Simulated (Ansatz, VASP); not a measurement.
# WS2: VASP and Ansatz over several settings

```
W S
1.0
     3.13702    0.00000    0.00000
    -1.56851    2.71674    0.00000
     0.00000    0.00000   12.33106
W S
2 4
Direct
  0.66667 0.33333 0.75000
  0.33333 0.66667 0.25000
  0.66667 0.33333 0.37500
  0.33333 0.66667 0.87500
  0.66667 0.33333 0.12500
  0.33333 0.66667 0.62500
```

Single points on this cell with VASP 6.6.1 and Ansatz 0.2.0. Each row is one pair of runs. Alike in all rows: spin: off; k mesh: 10 × 10 × 3; smearing: fermi-dirac, width 0.05 eV; VASP's potentials, cutoff: VASP PAW PBE potentials, release 64 (W_sv, S), 520 eV; Ansatz's potentials, cutoff: Ansatz PAW, 420 eV.

```tsv
level	gap on the k mesh at the Fermi level (eV), VASP	gap on the k mesh at the Fermi level (eV), Ansatz	least direct gap on the mesh (eV), VASP	least direct gap on the mesh (eV), Ansatz	pressure (GPa), VASP	pressure (GPa), Ansatz
PBE+D3(BJ)	1.10	1.08	2.20	2.20	5.4	5.4
RPBE+D3(BJ)	1.15	1.13	2.20	2.20	-8.2	-8.0
PBE	1.10	1.08	2.20	2.20	9.5	9.6
```

Gap on the k mesh at the fermi level (eV): the two programs differ by at most 0.017; least direct gap on the mesh (eV): the two programs differ by at most 0.003; pressure (GPa): the two programs differ by at most 0.14.

Spin-orbit coupling is off throughout. Noted on Ansatz's runs: odd divisions of the mesh miss points on the zone boundary, where band edges often lie, so the gap on the mesh can be too wide.
